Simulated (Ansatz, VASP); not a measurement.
One calculation of AlCu3, two programs

```
Al Cu
1.0
     3.63187    0.00000    0.00000
     0.00000    3.63187    0.00000
     0.00000    0.00000    3.63187
Al Cu
1 3
Direct
  0.00000 0.00000 0.93805
  0.50000 0.50000 0.00000
  0.50000 0.00000 0.50000
  0.00000 0.50000 0.50000
```

Alike in both runs: task single point; functional PBEsol; k mesh 14 × 14 × 14; occupations gaussian, width 0.15 eV; no spin polarisation.

|  | VASP | Ansatz |
| --- | --- | --- |
| version | VASP 6.6.1 | Ansatz 0.2.0 |
| potentials or method | VASP PAW PBE potentials, release 64 (Al, Cu), cutoff 520 eV | scalar-relativistic, plane waves, PAW |
| valence electrons in the cell | 36 | 60 |

|  | VASP | Ansatz | Ansatz less VASP |
| --- | --- | --- | --- |
| gap on the k mesh at the Fermi level (eV) | none | none | - |
| pressure (GPa) | 2.5 | 2.0 | -0.58 |
| traceless stress, the component that is largest in VASP (GPa) | -0.26 | -0.24 | +0.020 |
| rms of the force components (eV/Å) | 0.594 | 0.590 | -0.0035 |

VASP's potentials were made for PBE, not for PBEsol. Atom by atom the forces differ by 0.004 eV/Å (rms over components). A gap of «none» marks a metal or a gap that the smearing closes. With one functional, cell and mesh, what is left measures potentials, basis and numerics. VASP's potentials hold 36 valence electrons a cell and Ansatz's 60, so a difference there can come from the potentials and not from the codes.
